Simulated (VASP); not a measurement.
# CoSi (CsCl type) (Pm-3m) in VASP: a series of runs

The runs below take CoSi (CsCl type) through single point, relaxation of cell and atoms, with PBE.

Everything below comes from runs of VASP 6.6.1. Logs are shortened: lines on timing, memory, paths and dates and some standing lists are left out, and cuts for length are marked.

## (1) The cell of the first run

The structure is cubic, space group Pm-3m (No. 221). The conventional cell has a = 2.600 Å, b = 2.600 Å, c = 2.600 Å, α = 90.00°, β = 90.00°, γ = 90.00°. Within 3.0 Å of Co (site symmetry m-3m) lie 8 Si at 2.25 Å and 6 Co at 2.60 Å. Si (site symmetry m-3m) has 8 Co at 2.25 Å and 6 Si at 2.60 Å within 3.0 Å.

## (2) Single point, PBE

INCAR reads:

```
SYSTEM = CoSi
PREC = Accurate ; ENCUT = 520
EDIFF = 1E-6 ; ISMEAR = -1
SIGMA = 0.08 ; LREAL = .False.
LASPH = .True. ; NELM = 100
ALGO = Normal ; ISIF = 2
LWAVE = .False. ; LCHARG = .False.
GGA = PE ; NBANDS = 14
```

KPOINTS reads:

```
regular mesh
0
Gamma
  15 15 15
  0 0 0
```

POSCAR reads:

```
CoSi
1.0
    2.5997624862      0.0000000000      0.0000000000
    0.0000000000      2.5997624862      0.0000000000
    0.0000000000      0.0000000000      2.5997624862
Co Si
1 1
Direct
    0.0000000000      0.0000000000      0.0000000000
    0.5000000000      0.5000000000      0.5000000000
```

Potentials or basis: VASP PAW PBE potentials, release 64 (Co, Si).

Started as:

```console
$ cat potpaw_PBE.64/Co/POTCAR potpaw_PBE.64/Si/POTCAR > POTCAR
$ mpirun -np 1 vasp_std > vasp.out
```

OUTCAR:

```text
SYSTEM = CoSi
   PREC = Accurate
   ENCUT = 520
   EDIFF = 1E-6
   ISMEAR = -1
   LREAL = .False.
   LASPH = .True.
   NELM = 100
   ISIF = 2
   GGA = PE

 ion  position               nearest neighbor table
   1  0.000  0.000  0.000-   2 2.25   2 2.25   2 2.25   2 2.25   2 2.25   2 2.25   2 2.25   2 2.25

   2  0.500  0.500  0.500-   1 2.25   1 2.25   1 2.25   1 2.25   1 2.25   1 2.25   1 2.25   1 2.25

  LATTYP: Found a simple cubic cell.
 ALAT       =     2.5997624862

  Lattice vectors:

 A1 = (   2.5997624862,   0.0000000000,   0.0000000000)
 A2 = (   0.0000000000,   2.5997624862,   0.0000000000)
 A3 = (   0.0000000000,   0.0000000000,   2.5997624862)

Analysis of symmetry for initial positions (statically):
=====================================================================
 Subroutine PRICEL returns:
 Original cell was already a primitive cell.

 Routine SETGRP: Setting up the symmetry group for a
 simple cubic supercell.

 Subroutine GETGRP returns: Found 48 space group operations
 (whereof 48 operations were pure point group operations)
 out of a pool of 48 trial point group operations.

The static configuration has the point symmetry O_h .

Analysis of symmetry for dynamics (positions and initial velocities):
=====================================================================
 Subroutine PRICEL returns:
 Original cell was already a primitive cell.

 Routine SETGRP: Setting up the symmetry group for a
 simple cubic supercell.

 Subroutine GETGRP returns: Found 48 space group operations
 (whereof 48 operations were pure point group operations)
 out of a pool of 48 trial point group operations.

The dynamic configuration has the point symmetry O_h .

 Subroutine INISYM returns: Found 48 space group operations
 (whereof 48 operations are pure point group operations),
 and found     1 'primitive' translations

----------------------------------------------------------------------------------------

                                     Primitive cell

  volume of cell :      17.5712

  direct lattice vectors                    reciprocal lattice vectors
     2.599762486  0.000000000  0.000000000     0.384650523  0.000000000  0.000000000
     0.000000000  2.599762486  0.000000000     0.000000000  0.384650523  0.000000000
     0.000000000  0.000000000  2.599762486     0.000000000  0.000000000  0.384650523

  length of vectors
     2.599762486  2.599762486  2.599762486     0.384650523  0.384650523  0.384650523

  position of ions in fractional coordinates (direct lattice)
     0.000000000  0.000000000  0.000000000
     0.500000000  0.500000000  0.500000000

  ion indices of the primitive-cell ions
   primitive index   ion index
                 1           1
                 2           2

----------------------------------------------------------------------------------------

 KPOINTS: regular mesh

Automatic generation of k-mesh.
 Grid dimensions read from file:
 generate k-points for:   15   15   15

 Generating k-lattice:

  Cartesian coordinates                     Fractional coordinates (reciprocal lattice)
     0.025643368  0.000000000  0.000000000     0.066666667  0.000000000  0.000000000
     0.000000000  0.025643368  0.000000000     0.000000000  0.066666667  0.000000000
     0.000000000  0.000000000  0.025643368     0.000000000  0.000000000  0.066666667

  Length of vectors
     0.025643368  0.025643368  0.025643368

  Shift w.r.t. Gamma in fractional coordinates (k-lattice)
     0.000000000  0.000000000  0.000000000

 Subroutine IBZKPT returns following result:
 ===========================================

 Found    120 irreducible k-points:

 Following reciprocal coordinates:
            Coordinates               Weight
  0.000000  0.000000  0.000000      1.000000
  0.066667  0.000000  0.000000      6.000000
  0.133333  0.000000  0.000000      6.000000
  0.200000  0.000000  0.000000      6.000000
  0.266667  0.000000  0.000000      6.000000
  0.333333  0.000000  0.000000      6.000000
[... 16 lines left out ...]
  0.266667  0.200000  0.000000     24.000000
  0.333333  0.200000  0.000000     24.000000
 [... further k-points ...]
   k-points           NKPTS =    120   k-points in BZ     NKDIM =    120   number of bands    NBANDS=     14
   number of dos      NEDOS =    301   number of ions     NIONS =      2
   total plane-waves  NPLWV =   8000
   dimension x,y,z NGX =    20 NGY =   20 NGZ =   20
   dimension x,y,z NGXF=    40 NGYF=   40 NGZF=   40
   ions per type =               1   1
   NGX,Y,Z   is equivalent  to a cutoff of  12.79, 12.79, 12.79 a.u.
   NGXF,Y,Z  is equivalent  to a cutoff of  25.58, 25.58, 25.58 a.u.
 SYSTEM =  CoSi
   PREC   = accura    normal or accurate (medium, high low for compatibility)
   ISTART =      0    job   : 0-new  1-cont  2-samecut
   ICHARG =      2    charge: 1-file 2-atom 10-const
   ISPIN  =      1    spin polarized calculation?
   LNONCOLLINEAR =      F non collinear calculations
   LSORBIT =      F    spin-orbit coupling
   LASPH  =      T    aspherical Exc in radial PAW
   ENCUT  =  520.0 eV  38.22 Ry    6.18 a.u.   4.83  4.83  4.83*2*pi/ulx,y,z
   NELM   =    100;   NELMIN=  2; NELMDL= -5     # of ELM steps
   EDIFF  = 0.1E-05   stopping-criterion for ELM
   LREAL  =      F    real-space projection
   EDIFFG = 0.1E-04   stopping-criterion for IOM
   NSW    =      0    number of steps for IOM
   IBRION =     -1    ionic relax: 0-MD 1-quasi-New 2-CG
   NFREE  =      0    steps in history (QN), initial steepest desc. (CG)
   ISIF   =      2    stress and relaxation
   ISYM   =      2    0-nonsym 1-usesym 2-fastsym
   POTIM  = 0.5000    time-step for ionic-motion
   TEBEG  =    0.0;   TEEND  =   0.0 temperature during run
   PSTRESS=    0.0 pullay stress
   NELECT =      13.0000    total number of electrons
   NUPDOWN=      -1.0000    fix difference up-down
   EMIN   =  10.00;   EMAX   =-10.00  energy-range for DOS
   EFERMI =   0.00;   METHOD = LEGACY
   ISMEAR =    -1;   SIGMA  =   0.08  broadening in eV -4-tet -1-fermi 0-gaus
   EFERMI_NEDOS =   21; number of points for ismear=-14 and -15
   IALGO  =     38    algorithm
   IMIX   =      4    mixing-type and parameters
     AMIX     =   0.40;   BMIX     =  1.00
     AMIX_MAG =   1.60;   BMIX_MAG =  1.00
  volume/ion in A,a.u.               =       8.79        59.29
  Fermi-wavevector in a.u.,A,eV,Ry     =   1.480661  2.798043 29.828824  2.192357
  Thomas-Fermi vector in A             =   2.594667
   LORBIT       =      0    0 simple, 1 ext, 2 COOP (PROOUT), +10 PAW based schemes
   GGA     = PE    functional components
   LHFCALC =     F    Hartree Fock is set to
   AEXX    =    0.0000 exact exchange contribution
   IVDW    =     0    specifies the selected vdW correction
   LEPSILON=     F    determine dielectric tensor
   LRPA    =     F    only Hartree local field effects (RPA)
 non-spin polarized calculation
  energy-cutoff  :      520.00
  volume of cell :       17.57
 maximum number of plane-waves:       487
 NGX is ok and might be reduce to    20
   NGX =  9   NGY =  9   NGZ =  9

 number of electron      13.0000001 magnetization

 Free energy of the ion-electron system (eV)
  ---------------------------------------------------
  ext. energy  EPLUGINS =         0.00000000
  ---------------------------------------------------
  free energy    TOTEN  =       -12.59892999 eV

  energy without entropy =      -12.56483780  energy(sigma->0) =      -12.58188389

 E-fermi :  16.3764     XC(G=0): -14.0032

 val. band max:       16.3745845766   @ k =   0.3333   0.1333   0.0667
 cond. band min:      16.3806978674   @ k =   0.4667   0.4667   0.3333
 fundamental gap:      0.0061132909
 Fermi energy:        16.3763994659

 k-point     1 :       0.0000    0.0000    0.0000
  band No.  band energies     occupation
      1       0.2104      2.00000
      2      11.2724      2.00000
      3      11.2724      2.00000
      4      14.6917      2.00000
      5      14.6917      2.00000
      6      14.6917      2.00000
      7      20.0490      0.00000
      8      20.0490      0.00000
      9      20.0490      0.00000
     10      24.5284      0.00000
     11      24.5284      0.00000
     12      32.5472      0.00000
     13      38.2647      0.00000
     14      38.2647      0.00000

 k-point     2 :       0.0667    0.0000    0.0000
  band No.  band energies     occupation
      1       0.3105      2.00000
      2      11.2253      2.00000
      3      11.3136      2.00000
      4      14.5892      2.00000
      5      14.5892      2.00000
      6      14.7010      2.00000
      7      19.4148      0.00000
      8      20.2308      0.00000
      9      20.2308      0.00000
     10      24.4635      0.00000
     11      25.1742      0.00000
     12      32.8260      0.00000
     13      37.3419      0.00000
     14      37.3419      0.00000

 k-point     3 :       0.1333    0.0000    0.0000
  band No.  band energies     occupation
      1       0.6088      2.00000
      2      11.0403      2.00000
      3      11.4325      2.00000
      4      14.3246      2.00000
      5      14.3246      2.00000
      6      14.7272      2.00000
      7      18.2117      0.00000
      8      20.7350      0.00000
      9      20.7350      0.00000
     10      24.2740      0.00000
     11      26.4127      0.00000
     12      33.6903      0.00000
     13      35.6218      0.00000
     14      35.6218      0.00000
[... 324 lines left out ...]
 k-point    23 :       0.2667    0.2000    0.0000
  band No.  band energies     occupation
      1       2.5935      2.00000
      2      10.2790      2.00000
      3      11.2901      2.00000
      4      13.1128      2.00000
      5      13.7459      2.00000
      6      14.2630      2.00000
      7      16.8173      0.00805
      8      19.1595      0.00000
      9      23.5150      0.00000
     10      24.9508      0.00000
     11      28.7159      0.00000
     12      31.7526      0.00000
     13      32.3253      0.00000
     14      34.6536      0.00000

 k-point    24 :       0.3333    0.2000    0.0000
  band No.  band energies     occupation
      1       3.3882      2.00000
      2       9.2598      2.00000
      3      11.5831      2.00000
      4      12.9666      2.00000
      5      13.4997      2.00000
      6      14.3055      2.00000
      7      16.3734      1.01872
      8      19.7320      0.00000
      9      24.3636      0.00000
     10      24.4222      0.00000
     11      27.8853      0.00000
     12      30.8447      0.00000
     13      32.8529      0.00000
     14      34.8888      0.00000

 [... further k-points ...]

------------------------ aborting loop because EDIFF is reached ----------------------------------------

  FORCE on cell =-STRESS in cart. coord.  units (eV):
  Direction    XX          YY          ZZ          XY          YZ          ZX
  --------------------------------------------------------------------------------------
  -------------------------------------------------------------------------------------
  Total        7.4819639      7.4819639      7.4819639     -0.0000000     -0.0000000      0.0000000
  in kB      682.2211437    682.2211437    682.2211437     -0.0000000     -0.0000000      0.0000000
  external PRESSURE =     682.2211437 kB  Pullay stress =       0.0000000 kB

 VOLUME and BASIS-vectors are now :
 -----------------------------------------------------------------------------
  energy-cutoff  :      520.00
  volume of cell :       17.57
      direct lattice vectors                 reciprocal lattice vectors
     2.599762486  0.000000000  0.000000000     0.384650523  0.000000000  0.000000000
     0.000000000  2.599762486  0.000000000     0.000000000  0.384650523  0.000000000
     0.000000000  0.000000000  2.599762486     0.000000000  0.000000000  0.384650523

 POSITION                                       TOTAL-FORCE (eV/Angst)
 -----------------------------------------------------------------------------------
      0.00000      0.00000      0.00000         0.000000      0.000000      0.000000
      1.29988      1.29988      1.29988         0.000000      0.000000      0.000000
 -----------------------------------------------------------------------------------
    total drift:                               -0.000000      0.000000     -0.000000

  FREE ENERGIE OF THE ION-ELECTRON SYSTEM (eV)
  ---------------------------------------------------
  free  energy   TOTEN  =       -12.5989299882 eV

  energy  without entropy=      -12.5648377996  energy(sigma->0) =      -12.58188389
```

Wall time 16 s (1 thread of AMD EPYC 7R13 (Zen 3), shared host); peak memory 0.11 GiB.

What came out:

```yaml
Free_energy: -12.5989 eV
Pressure: 68.2 GPa
```

## (3) Single point, PBE

INCAR reads:

```
PREC = Accurate
ENCUT = 520
EDIFF = 1E-7
ISMEAR = -1
SIGMA = 0.08
LREAL = False
LASPH = True
NELM = 100
ALGO = Normal
ISIF = 2
LWAVE = False
LCHARG = False
GGA = PE
NBANDS = 14
```

KPOINTS reads:

```
regular mesh
0
Gamma
  15 15 15
```

POSCAR is that of step 2.

Potentials or basis: VASP PAW PBE potentials, release 64 (Co, Si).

Started as:

```console
$ cat potpaw_PBE.64/Co/POTCAR potpaw_PBE.64/Si/POTCAR > POTCAR
$ mpirun -np 1 vasp_std > vasp.out
```

It took 17 s on 1 thread of AMD EPYC 7R13 (Zen 3), shared host; peak memory 0.11 GiB.

The run converged. Its results:

```
Free energy : -12.5989 eV
Pressure    : 68.2 GPa
```

Levels at points of the mesh, in eV from the Fermi level:
```csv
k point,band 4,band 5,band 6,band 7,band 8,band 9
"(0.00, 0.00, 0.00)",-1.68,-1.68,-1.68,3.67,3.67,3.67
```

## (4) Relaxation of cell and atoms, PBE, target pressure 68 GPa, at which the enthalpy is minimised

INCAR reads:

```
SYSTEM = CoSi
PREC = Accurate ; ENCUT = 600
EDIFF = 1E-6 ; ISMEAR = -1
SIGMA = 0.08 ; LREAL = .False.
LASPH = .True. ; NELM = 80
ALGO = Normal ; ISIF = 3
LWAVE = .False. ; LCHARG = .False.
GGA = PE ; IBRION = 2
NSW = 32 ; EDIFFG = -0.005
PSTRESS = 680.0
```

KPOINTS reads:

```
regular mesh
0
Gamma
  15 15 15
  0 0 0
```

POSCAR is that of step 3.

Started as:

```console
$ cat potpaw_PBE.64/Co/POTCAR potpaw_PBE.64/Si/POTCAR > POTCAR
$ mpirun -np 1 vasp_std > vasp.out
```

It took 61 s on 1 thread of AMD EPYC 7R13 (Zen 3), shared host; peak memory 0.13 GiB.

It converged, with:

```
Free energy                                            : -12.6009 eV
Relaxed volume                                         : 8.79 Å³/atom
Relaxed cell                                           : a = 2.600 Å, b = 2.600 Å, c = 2.600 Å, α = 90.00°, β = 90.00°, γ = 90.00°
Space group after relaxing (to 0.05 Å)                 : Pm-3m (No. 221)
Energy change on relaxing (the enthalpy is what falls) : -1.0 meV/atom
Ionic steps                                            : 3
Pressure after relaxing                                : 68.0 GPa
```

Step by step:
| step | energy change (eV) | largest force (eV/Å) | pressure (GPa) | volume (Å³) |
| --- | --- | --- | --- | --- |
| 1 | 0.0000 | 0.0000 | 68.16 | 17.57 |
| 2 | -0.0093 | 0.0000 | 67.56 | 17.59 |
| 3 | -0.0020 | 0.0000 | 68.02 | 17.58 |

Final structure:
```xyz
2
Lattice="2.6000 0.0000 0.0000 0.0000 2.6000 0.0000 0.0000 0.0000 2.6000" Properties=species:S:1:pos:R:3 pbc="T T T"
Co    0.0000    0.0000    0.0000
Si    1.3000    1.3000    1.3000
```

Levels at points of the mesh, in eV from the Fermi level:
| k point | band 2 | band 3 | band 4 | band 5 | band 6 | band 7 | band 8 | band 9 | band 10 |
| --- | --- | --- | --- | --- | --- | --- | --- | --- | --- |
| (0.00, 0.00, 0.00) | -5.10 | -5.10 | -1.68 | -1.68 | -1.68 | 3.67 | 3.67 | 3.67 | 8.15 |

Caveat: the cell is relaxed towards a set pressure, so the enthalpy falls and the energy may rise. Spin polarisation is off, so any magnetic state and its effect on volume and gap are missing.
